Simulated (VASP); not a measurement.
# CrO2 (P4_2/mnm) in VASP: single point with PBEsol+U

Aim: the single point of CrO2 with PBEsol+U.

All numbers are computed with VASP 6.6.1; they aren't measurements. Logs are shortened: lines on timing, memory, paths and dates and some standing lists are left out, and cuts for length are marked.

### 1 The cell of the first run

Symmetry: P4_2/mnm, No. 136, tetragonal system. The conventional cell has a = 4.421 Å, b = 4.421 Å, c = 2.917 Å, α = 90.00°, β = 90.00°, γ = 90.00°. Cr (site symmetry mmm) has 6 O at 1.88 to 1.92 Å within 2.5 Å. Within 2.5 Å of O (site symmetry m2m) lie 3 Cr at 1.88 to 1.92 Å and 1 O at 2.49 Å.

### 2 Single point, PBEsol+U, collinear spin, ferromagnetic start

INCAR reads:

```
PREC = Accurate
ENCUT = 600
EDIFF = 1E-6
ISMEAR = -1
SIGMA = 0.15
LREAL = F
LASPH = T
NELM = 200
ALGO = Normal
ISIF = 2
LWAVE = F
LCHARG = F
ISPIN = 2
MAGMOM = 2.1 2.1 0 0 0 0
LORBIT = 11
LMAXMIX = 4
LDAU = T
LDAUTYPE = 2
LDAUL = 2 -1
LDAUU = 5 0
LDAUJ = 0 0
LDAUPRINT = 1
GGA = PS
NBANDS = 37
GGA_COMPAT = F
```

KPOINTS reads:

```
regular mesh
0
Gamma
  5 5 7
```

POSCAR reads:

```
CrO2
1.0
    4.4210000000      0.0000000000      0.0000000000
    0.0000000000      4.4210000000      0.0000000000
    0.0000000000      0.0000000000      2.9170000000
Cr O
2 4
Direct
    0.0000000000      0.0000000000      0.0000000000
    0.5000000000      0.5000000000      0.5000000000
    0.3010000000      0.3010000000      0.0000000000
    0.1990000000      0.8010000000      0.5000000000
    0.6990000000      0.6990000000      0.0000000000
    0.8010000000      0.1990000000      0.5000000000
```

Potentials or basis: VASP PAW PBE potentials, release 64 (Cr_pv, O).

Started as:

```console
cat potpaw_PBE.64/Cr_pv/POTCAR potpaw_PBE.64/O/POTCAR > POTCAR
mpirun -np 1 vasp_std > vasp.out
```

OUTCAR:

```text
PREC = Accurate
   ENCUT = 600
   EDIFF = 1E-6
   ISMEAR = -1
   LREAL = F
   LASPH = T
   NELM = 200
   ISIF = 2
   ISPIN = 2
   LORBIT = 11
   GGA = PS

 ion  position               nearest neighbor table
   1  0.000  0.000  0.000-   3 1.88   5 1.88   4 1.92   6 1.92   4 1.92   6 1.92
   2  0.500  0.500  0.500-   4 1.88   6 1.88   5 1.92   3 1.92   3 1.92   5 1.92
   3  0.301  0.301  0.000-   1 1.88   2 1.92   2 1.92
   4  0.199  0.801  0.500-   2 1.88   1 1.92   1 1.92
   5  0.699  0.699  0.000-   1 1.88   2 1.92   2 1.92
   6  0.801  0.199  0.500-   2 1.88   1 1.92   1 1.92

  LATTYP: Found a simple tetragonal cell.
 ALAT       =     4.4210000000
 C/A-ratio  =     0.6598054739

  Lattice vectors:

 A1 = (   4.4210000000,   0.0000000000,   0.0000000000)
 A2 = (   0.0000000000,   4.4210000000,   0.0000000000)
 A3 = (   0.0000000000,   0.0000000000,   2.9170000000)

Analysis of symmetry for initial positions (statically):
=====================================================================
 Subroutine PRICEL returns:
 Original cell was already a primitive cell.

 Routine SETGRP: Setting up the symmetry group for a
 simple tetragonal supercell.

 Subroutine GETGRP returns: Found 16 space group operations
 (whereof  8 operations were pure point group operations)
 out of a pool of 16 trial point group operations.

The static configuration has the point symmetry D_2h.
 The point group associated with its full space group is D_4h.

Analysis of symmetry for dynamics (positions and initial velocities):
=====================================================================
 Subroutine PRICEL returns:
 Original cell was already a primitive cell.

 Routine SETGRP: Setting up the symmetry group for a
 simple tetragonal supercell.

 Subroutine GETGRP returns: Found 16 space group operations
 (whereof  8 operations were pure point group operations)
 out of a pool of 16 trial point group operations.

The dynamic configuration has the point symmetry D_2h.
 The point group associated with its full space group is D_4h.

Analysis of structural, dynamic, and magnetic symmetry:
=====================================================================
 Subroutine PRICEL returns:
 Original cell was already a primitive cell.

 Routine SETGRP: Setting up the symmetry group for a
 simple tetragonal supercell.

[... 218 lines left out ...]
  o =  0.9575  v = -0.5582  0.0000  0.8297  0.0000 -0.0000  0.0000  0.0000  0.0000  0.0000  0.0000      0.0000  0.0000  0.0000  0.0000  0.0000  0.0000  0.0000  0.0000  0.0000  0.0000

 number of electron      48.0000027 magnetization       4.0015158

 Free energy of the ion-electron system (eV)
  ---------------------------------------------------
  ext. energy  EPLUGINS =         0.00000000
  ---------------------------------------------------
  free energy    TOTEN  =       -44.93740195 eV

  energy without entropy =      -44.85259082  energy(sigma->0) =      -44.89499639

 E-fermi :   5.1447     XC(G=0): -12.1866

 val. band max:        5.0442332528   @ k =   0.2000   0.0000   0.4286
 cond. band min:       5.1492796881   @ k =   0.2000   0.2000   0.4286
 fundamental gap:      0.1050464354
 Fermi energy:         5.1447333193

 spin component 1

 k-point     1 :       0.0000    0.0000    0.0000
  band No.  band energies     occupation
      1     -39.4989      1.00000
      2     -39.4989      1.00000
      3     -39.4328      1.00000
      4     -39.4328      1.00000
      5     -39.1921      1.00000
      6     -39.1777      1.00000
[... 925 lines left out ...]
     35      16.7567      0.00000
     36      17.0869      0.00000
 Fermi energy:         5.1447333193

 spin component 2

 k-point     1 :       0.0000    0.0000    0.0000
  band No.  band energies     occupation
      1     -37.1180      1.00000
      2     -37.1180      1.00000
      3     -36.9512      1.00000
      4     -36.9512      1.00000
      5     -36.4722      1.00000
      6     -36.4545      1.00000
[... 925 lines left out ...]
     35      16.8730      0.00000
     36      17.1683      0.00000
 [bands above 36 left out]

------------------------ aborting loop because EDIFF is reached ----------------------------------------

  FORCE on cell =-STRESS in cart. coord.  units (eV):
  Direction    XX          YY          ZZ          XY          YZ          ZX
  --------------------------------------------------------------------------------------
  -------------------------------------------------------------------------------------
  Total        1.6762044      1.6762044      2.9402041     -0.0000000      0.0000000      0.0000000
  in kB       47.1042512     47.1042512     82.6248346     -0.0000000      0.0000000      0.0000000
  external PRESSURE =      58.9444456 kB  Pullay stress =       0.0000000 kB

 VOLUME and BASIS-vectors are now :
 -----------------------------------------------------------------------------
  energy-cutoff  :      600.00
  volume of cell :       57.01
      direct lattice vectors                 reciprocal lattice vectors
     4.421000000  0.000000000  0.000000000     0.226193169  0.000000000  0.000000000
     0.000000000  4.421000000  0.000000000     0.000000000  0.226193169  0.000000000
     0.000000000  0.000000000  2.917000000     0.000000000  0.000000000  0.342817964

 POSITION                                       TOTAL-FORCE (eV/Angst)
 -----------------------------------------------------------------------------------
      0.00000      0.00000      0.00000         0.000000      0.000000      0.000000
      2.21050      2.21050      1.45850         0.000000      0.000000      0.000000
      1.33072      1.33072      0.00000        -0.021299     -0.021299      0.000000
      0.87978      3.54122      1.45850         0.021299     -0.021299      0.000000
      3.09028      3.09028      0.00000         0.021299      0.021299      0.000000
      3.54122      0.87978      1.45850        -0.021299      0.021299      0.000000
 -----------------------------------------------------------------------------------
    total drift:                                0.000000      0.000000      0.000000

  FREE ENERGIE OF THE ION-ELECTRON SYSTEM (eV)
  ---------------------------------------------------
  free  energy   TOTEN  =       -44.9374019503 eV

  energy  without entropy=      -44.8525908218  energy(sigma->0) =      -44.89499639

 total charge

# of ion       s       p       d       tot
------------------------------------------
    1        0.371   6.486   3.979  10.836
    2        0.371   6.486   3.979  10.836
    3        1.563   3.465   0.000   5.028
    4        1.563   3.465   0.000   5.028
    5        1.563   3.465   0.000   5.028
    6        1.563   3.465   0.000   5.028
--------------------------------------------------
tot          6.992  26.832   7.959  41.783

 magnetization (x)

# of ion       s       p       d       tot
------------------------------------------
    1        0.024   0.037   2.416   2.476
    2        0.024   0.037   2.416   2.476
    3       -0.007  -0.222   0.000  -0.230
    4       -0.007  -0.222   0.000  -0.230
    5       -0.007  -0.222   0.000  -0.230
    6       -0.007  -0.222   0.000  -0.230
--------------------------------------------------
tot          0.018  -0.815   4.831   4.034
```

OSZICAR:

```text
N       E                     dE             d eps       ncg     rms          rms(c)
DAV:   1     0.634968019769E+03    0.63497E+03   -0.27631E+04  3552   0.160E+03
DAV:   2    -0.224058822886E+01   -0.63721E+03   -0.58479E+03  3742   0.475E+02
DAV:   3    -0.572825439304E+02   -0.55042E+02   -0.53916E+02  3877   0.151E+02
[... 11 lines left out ...]
DAV:  15    -0.449372956007E+02   -0.31171E-03   -0.12169E-03  4208   0.310E-01    0.837E-02
DAV:  16    -0.449373640226E+02   -0.68422E-04   -0.25884E-04  3915   0.994E-02    0.516E-02
DAV:  17    -0.449373921190E+02   -0.28096E-04   -0.22006E-04  3946   0.140E-01    0.215E-02
DAV:  18    -0.449374011002E+02   -0.89812E-05   -0.34722E-05  3873   0.396E-02    0.125E-02
DAV:  19    -0.449374019503E+02   -0.85012E-06   -0.27245E-06  3223   0.163E-02
   1 F= -.44937402E+02 E0= -.44894996E+02  d E =-.848111E-01  mag=     4.0015
```

stdout:

```text
POSCAR found type information on POSCAR CrO
 POSCAR found :  2 types and       6 ions
 scaLAPACK will be used
 -----------------------------------------------------------------------------
|                                                                             |
|                                                                             |
|     You enforced a specific xc type in the INCAR file but a different       |
|     I HOPE YOU KNOW WHAT YOU ARE DOING!                                     |
|                                                                             |
 -----------------------------------------------------------------------------

 LDA part: xc-table for (Slater+PW92), standard interpolation
 POSCAR, INCAR and KPOINTS ok, starting setup
 FFT: planning ... GRIDC
 FFT: planning ... GRID_SOFT
 FFT: planning ... GRID
 WAVECAR not read
 entering main loop
```

It took 2.9 min on 1 thread of Intel Xeon 8259CL, shared host; peak memory 0.25 GiB.

Results:

| Item | Value |
| --- | --- |
| Free energy | -44.9374 eV |
| Pressure | 5.9 GPa |
| Largest force | 0.030 eV/Å |
| Band gap on the k mesh | zero (filled and empty bands overlap) |
| Net moment | 4.00 μB per cell |
| Site moments | Cr +2.48; O -0.23 μB |
| Valence electrons inside the program's atomic spheres | Cr 10.84; O 5.03 |

Forces in eV/Å, atoms in the order of the input:
```
Cr   0.000  0.000  0.000
Cr   0.000  0.000  0.000
O   -0.021 -0.021  0.000
O    0.021 -0.021  0.000
O    0.021  0.021  0.000
O   -0.021  0.021  0.000
```

Stress tensor (GPa, compression positive):
```
4.71 0.00 0.00
0.00 4.71 0.00
0.00 0.00 8.26
```

Levels at points of the mesh, in eV from the Fermi level:
Spin up:
```tsv
k point	band 24	band 25	band 26	band 27	band 28	band 29
(0.00, 0.00, 0.00)	-0.98	-0.50	-0.50	0.13	1.37	1.60
```
Spin down:
| k point | band 19 | band 20 | band 21 | band 22 | band 23 | band 24 | band 25 | band 26 |
| --- | --- | --- | --- | --- | --- | --- | --- | --- |
| (0.00, 0.00, 0.00) | -1.25 | -0.99 | -0.99 | -0.55 | 3.08 | 3.20 | 3.21 | 3.63 |

Eigenvalues of the final occupation matrices:
```tsv
site	spin	trace	eigenvalues
site 1 d	1	3.22	0.40 0.44 0.53 0.89 0.96
site 1 d	2	0.80	0.06 0.07 0.09 0.28 0.30
site 2 d	1	3.22	0.40 0.44 0.53 0.89 0.96
site 2 d	2	0.80	0.06 0.07 0.09 0.28 0.30
```

Caveat: the cell stands under pressure; the PAW data sets were made with another functional, which shifts forces and pressure a little; the run started ferromagnetic, and an antiferromagnetic order may lie lower in energy. The state reached can hang on the start; a lower one may exist.

The gap in the log of VASP goes by the Fermi energy; the results here count the filled bands.